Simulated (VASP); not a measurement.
SiC:

```xyz
8
Lattice="3.1360 0.0000 0.0000 -1.5680 2.7159 0.0000 0.0000 0.0000 10.2682" Properties=species:S:1:pos:R:3 pbc="T T T"
Si    0.0000    0.0000    1.9293
Si    0.0000    0.0000    7.0634
Si    0.0000    1.8106    4.4958
Si    1.5680    0.9053    9.6299
C     0.0000    0.0000    0.0047
C     0.0000    0.0000    5.1388
C     0.0000    1.8106    2.5650
C     1.5680    0.9053    7.6991
```

Base run:

```yaml
Program: VASP 6.6.1
Functional: PBEsol
Dispersion: D4
Potentials_or_basis: VASP PAW PBE potentials, release 64 (Si, C)
Cutoff: 520 eV
k_mesh: 10 × 10 × 3
Occupations: fermi-dirac, width 0.05 eV
Spin: no spin polarisation
```

Its results: band gap on the k mesh 2.09 eV, indirect (least direct gap 3.20 eV); pressure -13.0 GPa; largest force 0.014 eV/Å.

Q: The run is repeated on the same cell with these changes: functional from PBEsol to BLYP. What comes out?

A: Band gap on the k mesh 2.51 eV, indirect (least direct gap 3.61 eV); pressure -10.6 GPa; largest force 0.029 eV/Å.

BLYP binds less tightly than PBEsol, so the same cell stands under more pressure.

Caveats: the PAW data sets were made with another functional, which shifts forces and pressure a little.

A k mesh can miss the band edges.
